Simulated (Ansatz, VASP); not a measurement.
**Ta4O: VASP beside Ansatz**

```
CELL_PARAMETERS angstrom
3.02161 0.00000 0.00000
0.00000 3.02161 0.00000
0.00000 0.00000 8.29089
ATOMIC_POSITIONS crystal
Ta 0.00000 0.00000 0.50000
Ta 0.50000 0.50000 0.78278
Ta 0.50000 0.50000 0.21722
Ta 0.00000 0.00000 0.00000
O 0.50000 0.50000 0.50000
```

Alike in both runs: task single point; functional PBEsol; k mesh 16 × 16 × 8; occupations gaussian, width 0.15 eV; no spin polarisation.

|  | VASP | Ansatz |
| --- | --- | --- |
| version | VASP 6.6.1 | Ansatz 0.2.0 |
| potentials or method | VASP PAW PBE potentials, release 64 (Ta_pv, O), cutoff 520 eV | scalar-relativistic, plane waves, PAW |
| valence electrons in the cell | 50 | 58 |

```csv
,VASP,Ansatz,Ansatz less VASP
gap on the k mesh at the Fermi level (eV),none,none,-
pressure (GPa),3.7,3.4,-0.36
"traceless stress, the component that is largest in VASP (GPa)",-12.03,-11.93,+0.103
rms of the force components (eV/Å),0.444,0.448,+0.0038
```

VASP's potentials were made for PBE, not for PBEsol. Atom by atom the forces differ by 0.004 eV/Å (rms over components). A gap of «none» marks a metal or a gap that the smearing closes. VASP's potentials hold 50 valence electrons a cell and Ansatz's 58, so a difference there can come from the potentials and not from the codes.

Neither program's run includes spin-orbit coupling.
